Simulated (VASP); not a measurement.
# Ta in VASP: a series of runs

Runs on Ta. Level: PBEsol. Tasks: electric field gradients.

Program: VASP 6.6.1. These are calculated values, not measurements. Logs are shortened: lines on timing, memory, paths and dates and some standing lists are left out, and cuts for length are marked.

### Step 1. The cell of the first run

It takes space group I4/mmm (No. 139, tetragonal). The conventional cell has a = 3.303 Å, b = 3.303 Å, c = 3.402 Å, α = 90.00°, β = 90.00°, γ = 90.00°. Ta (site symmetry 4/mmm) has 14 Ta at 2.89 to 3.40 Å within 3.8 Å.

### Step 2. Electric field gradients, PBEsol (zz strain of +3 %)

The input, INCAR:

```
SYSTEM = Ta
  PREC = Accurate
  ENCUT = 520
  EDIFF = 1E-8
  ISMEAR = -1
  SIGMA = 0.08
  LREAL = .False.
  LASPH = .True.
  NELM = 100
  ALGO = Normal
  ISIF = 2
  LWAVE = .False.
  LCHARG = .False.
  GGA = PS
  LEFG = .True.
  NBANDS = 12
```

The input, KPOINTS:

```
regular mesh
0
Gamma
  17 17 17
  0 0 0
```

The input, POSCAR:

```
Ta
1.0
   -1.6512800000      1.6512800000      1.7008184000
    1.6512800000     -1.6512800000      1.7008184000
    1.6512800000      1.6512800000     -1.7008184000
Ta
1
Direct
    0.0000000000      0.0000000000      0.0000000000
```

Potentials or basis: VASP PAW PBE potentials, release 64 (Ta_pv).

Launch:

```sh
$ cat potpaw_PBE.64/Ta_pv/POTCAR > POTCAR
$ mpirun -np 1 vasp_std > vasp.out
```

OUTCAR:

```text
SYSTEM = Ta
   PREC = Accurate
   ENCUT = 520
   EDIFF = 1E-8
   ISMEAR = -1
   LREAL = .False.
   LASPH = .True.
   NELM = 100
   ISIF = 2
   GGA = PS

 ion  position               nearest neighbor table
   1  0.000  0.000  0.000-

  LATTYP: Found a body centered tetragonal cell.
 ALAT       =     3.3025600000
 C/A-ratio  =     1.0300000000

  Lattice vectors:

 A1 = (  -1.6512800000,   1.6512800000,   1.7008184000)
 A2 = (   1.6512800000,  -1.6512800000,   1.7008184000)
 A3 = (   1.6512800000,   1.6512800000,  -1.7008184000)

Analysis of symmetry for initial positions (statically):
=====================================================================
 Subroutine PRICEL returns:
 Original cell was already a primitive cell.

 Routine SETGRP: Setting up the symmetry group for a
 body centered tetragonal supercell.

 Subroutine GETGRP returns: Found 16 space group operations
 (whereof 16 operations were pure point group operations)
 out of a pool of 16 trial point group operations.

The static configuration has the point symmetry D_4h.

Analysis of symmetry for dynamics (positions and initial velocities):
=====================================================================
 Subroutine PRICEL returns:
 Original cell was already a primitive cell.

 Routine SETGRP: Setting up the symmetry group for a
 body centered tetragonal supercell.

 Subroutine GETGRP returns: Found 16 space group operations
 (whereof 16 operations were pure point group operations)
 out of a pool of 16 trial point group operations.

The dynamic configuration has the point symmetry D_4h.

 Subroutine INISYM returns: Found 16 space group operations
 (whereof 16 operations are pure point group operations),
 and found     1 'primitive' translations

----------------------------------------------------------------------------------------

                                     Primitive cell

  volume of cell :      18.5507

  direct lattice vectors                    reciprocal lattice vectors
    -1.651280000  1.651280000  1.700818400     0.000000000  0.302795407  0.293976123
     1.651280000 -1.651280000  1.700818400     0.302795407  0.000000000  0.293976123
     1.651280000  1.651280000 -1.700818400     0.302795407  0.302795407  0.000000000

  length of vectors
     2.888985031  2.888985031  2.888985031     0.422027274  0.422027274  0.428217371

  position of ions in fractional coordinates (direct lattice)
     0.000000000  0.000000000  0.000000000

  ion indices of the primitive-cell ions
   primitive index   ion index
                 1           1

----------------------------------------------------------------------------------------

 KPOINTS: regular mesh

Automatic generation of k-mesh.
 Grid dimensions read from file:
 generate k-points for:   17   17   17

 Generating k-lattice:

  Cartesian coordinates                     Fractional coordinates (reciprocal lattice)
     0.000000000  0.017811495  0.017292713     0.058823529  0.000000000 -0.000000000
     0.017811495  0.000000000  0.017292713     0.000000000  0.058823529 -0.000000000
     0.017811495  0.017811495  0.000000000     0.000000000  0.000000000  0.058823529

  Length of vectors
     0.024825134  0.024825134  0.025189257

  Shift w.r.t. Gamma in fractional coordinates (k-lattice)
     0.000000000  0.000000000  0.000000000

 Subroutine IBZKPT returns following result:
 ===========================================

 Found    405 irreducible k-points:

 Following reciprocal coordinates:
            Coordinates               Weight
  0.000000  0.000000  0.000000      1.000000
  0.058824 -0.000000  0.000000      8.000000
  0.117647 -0.000000  0.000000      8.000000
  0.176471  0.000000  0.000000      8.000000
  0.235294 -0.000000  0.000000      8.000000
  0.294118  0.000000  0.000000      8.000000
[... 16 lines left out ...]
 -0.176471  0.058824 -0.000000     16.000000
 -0.117647  0.058824 -0.000000     16.000000
 [... further k-points ...]
   k-points           NKPTS =    405   k-points in BZ     NKDIM =    405   number of bands    NBANDS=     12
   number of dos      NEDOS =    301   number of ions     NIONS =      1
   total plane-waves  NPLWV =  13824
   dimension x,y,z NGX =    24 NGY =   24 NGZ =   24
   dimension x,y,z NGXF=    48 NGYF=   48 NGZF=   48
   ions per type =               1
   NGX,Y,Z   is equivalent  to a cutoff of  13.81, 13.81, 13.81 a.u.
   NGXF,Y,Z  is equivalent  to a cutoff of  27.62, 27.62, 27.62 a.u.
 SYSTEM =  Ta
   PREC   = accura    normal or accurate (medium, high low for compatibility)
   ISTART =      0    job   : 0-new  1-cont  2-samecut
   ICHARG =      2    charge: 1-file 2-atom 10-const
   ISPIN  =      1    spin polarized calculation?
   LNONCOLLINEAR =      F non collinear calculations
   LSORBIT =      F    spin-orbit coupling
   LASPH  =      T    aspherical Exc in radial PAW
   ENCUT  =  520.0 eV  38.22 Ry    6.18 a.u.   5.37  5.37  5.37*2*pi/ulx,y,z
   NELM   =    100;   NELMIN=  2; NELMDL= -5     # of ELM steps
   EDIFF  = 0.1E-07   stopping-criterion for ELM
   LREAL  =      F    real-space projection
   EDIFFG = 0.1E-06   stopping-criterion for IOM
   NSW    =      0    number of steps for IOM
   IBRION =     -1    ionic relax: 0-MD 1-quasi-New 2-CG
   NFREE  =      0    steps in history (QN), initial steepest desc. (CG)
   ISIF   =      2    stress and relaxation
   ISYM   =      2    0-nonsym 1-usesym 2-fastsym
   POTIM  = 0.5000    time-step for ionic-motion
   TEBEG  =    0.0;   TEEND  =   0.0 temperature during run
   PSTRESS=    0.0 pullay stress
   NELECT =      11.0000    total number of electrons
   NUPDOWN=      -1.0000    fix difference up-down
   EMIN   =  10.00;   EMAX   =-10.00  energy-range for DOS
   EFERMI =   0.00;   METHOD = LEGACY
   ISMEAR =    -1;   SIGMA  =   0.08  broadening in eV -4-tet -1-fermi 0-gaus
   EFERMI_NEDOS =   21; number of points for ismear=-14 and -15
   IALGO  =     38    algorithm
   IMIX   =      4    mixing-type and parameters
     AMIX     =   0.40;   BMIX     =  1.00
     AMIX_MAG =   1.60;   BMIX_MAG =  1.00
  volume/ion in A,a.u.               =      18.55       125.19
  Fermi-wavevector in a.u.,A,eV,Ry     =   1.375369  2.599071 25.737327  1.891640
  Thomas-Fermi vector in A             =   2.500711
   LORBIT       =      0    0 simple, 1 ext, 2 COOP (PROOUT), +10 PAW based schemes
   GGA     = PS    functional components
   LHFCALC =     F    Hartree Fock is set to
   AEXX    =    0.0000 exact exchange contribution
   IVDW    =     0    specifies the selected vdW correction
   LEPSILON=     F    determine dielectric tensor
   LRPA    =     F    only Hartree local field effects (RPA)
 non-spin polarized calculation
  energy-cutoff  :      520.00
  volume of cell :       18.55
 maximum number of plane-waves:       512
 NGX is ok and might be reduce to    24
   NGX = 11   NGY = 11   NGZ = 11

 number of electron      10.9999999 magnetization

 Free energy of the ion-electron system (eV)
  ---------------------------------------------------
  ext. energy  EPLUGINS =         0.00000000
  ---------------------------------------------------
  free energy    TOTEN  =       -12.53730531 eV

  energy without entropy =      -12.50910418  energy(sigma->0) =      -12.52320475

 E-fermi :   5.0949     XC(G=0): -12.5780

 val. band max:        5.0907128057   @ k =  -0.1765  -0.4706   0.0588
 cond. band min:       5.0992782901   @ k =   0.3529   0.3529   0.1176
 fundamental gap:      0.0085654844
 Fermi energy:         5.0949453996

 k-point     1 :       0.0000    0.0000    0.0000
  band No.  band energies     occupation
      1     -28.0607      2.00000
      2     -28.0555      2.00000
      3     -28.0555      2.00000
      4      -2.7281      2.00000
      5       5.6957      0.00110
      6       5.6957      0.00110
      7       6.0485      0.00001
      8       8.7195      0.00000
      9       9.2021      0.00000
     10      19.6434      0.00000
     11      19.6548      0.00000
     12      20.1698      0.00000

 k-point     2 :       0.0588   -0.0000    0.0000
  band No.  band energies     occupation
      1     -28.0974      2.00000
      2     -28.0673      2.00000
      3     -28.0580      2.00000
      4      -2.5797      2.00000
      5       5.6727      0.00146
      6       5.6911      0.00116
      7       6.1042      0.00001
      8       8.6034      0.00000
      9       9.1597      0.00000
     10      19.6431      0.00000
     11      19.8991      0.00000
     12      20.4283      0.00000

 k-point     3 :       0.1176   -0.0000    0.0000
  band No.  band energies     occupation
      1     -28.2084      2.00000
      2     -28.1010      2.00000
      3     -28.0580      2.00000
      4      -2.1510      2.00000
      5       5.5000      0.01257
      6       5.5683      0.00538
      7       6.4686      0.00000
      8       8.3362      0.00000
      9       9.1093      0.00000
     10      19.6424      0.00000
     11      20.3293      0.00000
     12      21.1766      0.00000
[... 286 lines left out ...]
 k-point    23 :      -0.1765    0.0588   -0.0000
  band No.  band energies     occupation
      1     -28.3107      2.00000
      2     -28.1208      2.00000
      3     -28.0732      2.00000
      4      -1.7323      2.00000
      5       5.2701      0.20151
      6       5.4223      0.03288
      7       6.8641      0.00000
      8       8.2349      0.00000
      9       9.0849      0.00000
     10      19.6415      0.00000
     11      20.6645      0.00000
     12      21.7293      0.00000

 k-point    24 :      -0.1176    0.0588   -0.0000
  band No.  band energies     occupation
      1     -28.1730      2.00000
      2     -28.0830      2.00000
      3     -28.0675      2.00000
      4      -2.2818      2.00000
      5       5.4747      0.01720
      6       5.7341      0.00068
      7       6.2680      0.00000
      8       8.5489      0.00000
      9       9.0013      0.00000
     10      19.6427      0.00000
     11      20.2790      0.00000
     12      20.8007      0.00000

 [... further k-points ...]
[... 5 lines left out ...]
  --------------------------------------------------------------------------------------
  -------------------------------------------------------------------------------------
  Total       -0.9348092     -0.9348092     -1.2606164      0.0000000      0.0000000      0.0000000
  in kB      -80.7372937    -80.7372937   -108.8765037      0.0000000      0.0000000      0.0000000
  external PRESSURE =     -90.1170304 kB  Pullay stress =       0.0000000 kB

 VOLUME and BASIS-vectors are now :
 -----------------------------------------------------------------------------
  energy-cutoff  :      520.00
  volume of cell :       18.55
      direct lattice vectors                 reciprocal lattice vectors
    -1.651280000  1.651280000  1.700818400     0.000000000  0.302795407  0.293976123
     1.651280000 -1.651280000  1.700818400     0.302795407  0.000000000  0.293976123
     1.651280000  1.651280000 -1.700818400     0.302795407  0.302795407  0.000000000

 POSITION                                       TOTAL-FORCE (eV/Angst)
 -----------------------------------------------------------------------------------
      0.00000      0.00000      0.00000        -0.000000      0.000000      0.000000
 -----------------------------------------------------------------------------------
    total drift:                                0.000000      0.000000      0.000000

  FREE ENERGIE OF THE ION-ELECTRON SYSTEM (eV)
  ---------------------------------------------------
  free  energy   TOTEN  =       -12.5373053149 eV

  energy  without entropy=      -12.5091041809  energy(sigma->0) =      -12.52320475

 Electric field gradients (V/A^2)
---------------------------------------------------------------------
 ion       V_xx      V_yy      V_zz      V_xy      V_xz      V_yz
---------------------------------------------------------------------
   1      -9.902    -9.902    19.805     0.000     0.000     0.000
---------------------------------------------------------------------

 Electric field gradients after diagonalization (V/A^2)
 (convention: |V_zz| > |V_xx| > |V_yy|)
----------------------------------------------------------------------
 ion       V_xx      V_yy      V_zz     asymmetry (V_yy - V_xx)/ V_zz
----------------------------------------------------------------------
   1      -9.903    -9.902    19.805       0.000
----------------------------------------------------------------------

           NMR quadrupolar parameters

 Cq : quadrupolar parameter    Cq=e*Q*V_zz/h
 eta: asymmetry parameters     (V_yy - V_xx)/ V_zz
 Q  : nuclear electric quadrupole moment in mb (millibarn)
----------------------------------------------------------------------
 ion       Cq(MHz)       eta       Q (mb)
----------------------------------------------------------------------
   1       0.048       0.000       1.000
----------------------------------------------------------------------
```

Run time: 44 s. Hardware: 1 thread of Intel Xeon Platinum 8488C (Sapphire Rapids), shared host; peak memory 0.21 GiB.

What came out:

```
Free energy : -12.5373 eV
Pressure    : -9.0 GPa
```

Electric field gradients, principal values (V/Å²):
| atom | least | middle | greatest (by size) |
| --- | --- | --- | --- |
| 1 Ta | -9.902 | -9.903 | 19.805 |

Caveat: the cell differs from its parent crystal (zz strain of +3 %); without QUAD_EFG the Cq values of the log hold for a quadrupole moment of 1 mb, not for the nuclei; the PAW data sets were made with another functional, which shifts forces and pressure a little; spin-orbit coupling is left out, which moves the levels of the heavy elements.

(Continued in part 2 of 4.)
